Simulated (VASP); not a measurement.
**BeS: single point with PBE**

Crystal: BeS.

```
CELL_PARAMETERS angstrom
0.00000 2.38815 2.38815
2.38815 0.00000 2.38815
2.38815 2.38815 0.00000
ATOMIC_POSITIONS crystal
Be 0.00000 0.00000 0.00000
S 0.25000 0.25000 0.25000
```

```json
{
  "Program": "VASP 6.6.1",
  "Task": "single point",
  "Functional": "PBE",
  "Potentials or basis": "VASP PAW PBE potentials, release 64 (Be, S)",
  "Cutoff": "520 eV",
  "k mesh": "8 × 8 × 8",
  "Occupations": "gaussian, width 0.01 eV",
  "Spin": "no spin polarisation"
}
```

```yaml
Pressure: 6.5 GPa
Band_gap_on_the_k_mesh: 3.00 eV (least direct gap 5.65 eV)
```

Levels at points of the mesh, in eV from the valence-band top:
| k point | band 1 | band 2 | band 3 | band 4 | band 5 | band 6 | band 7 | band 8 |
| --- | --- | --- | --- | --- | --- | --- | --- | --- |
| (0.00, 0.00, 0.00) | -14.01 | 0.00 | 0.00 | 0.00 | 5.65 | 5.65 | 5.65 | 6.28 |
| (0.50, 0.00, 0.00) | -12.27 | -6.09 | -1.10 | -1.10 | 5.65 | 6.55 | 6.55 | 11.42 |
| (0.50, 0.50, 0.00) | -11.68 | -5.26 | -2.80 | -2.80 | 3.00 | 4.87 | 13.16 | 13.16 |

Wall time 10 s on 1 thread of Intel Xeon 8259CL, on a shared host, peak memory 0.15 GiB.

Caveat: the cell stands under pressure. A hybrid or GW would open this gap; PBE tends to underestimate it.
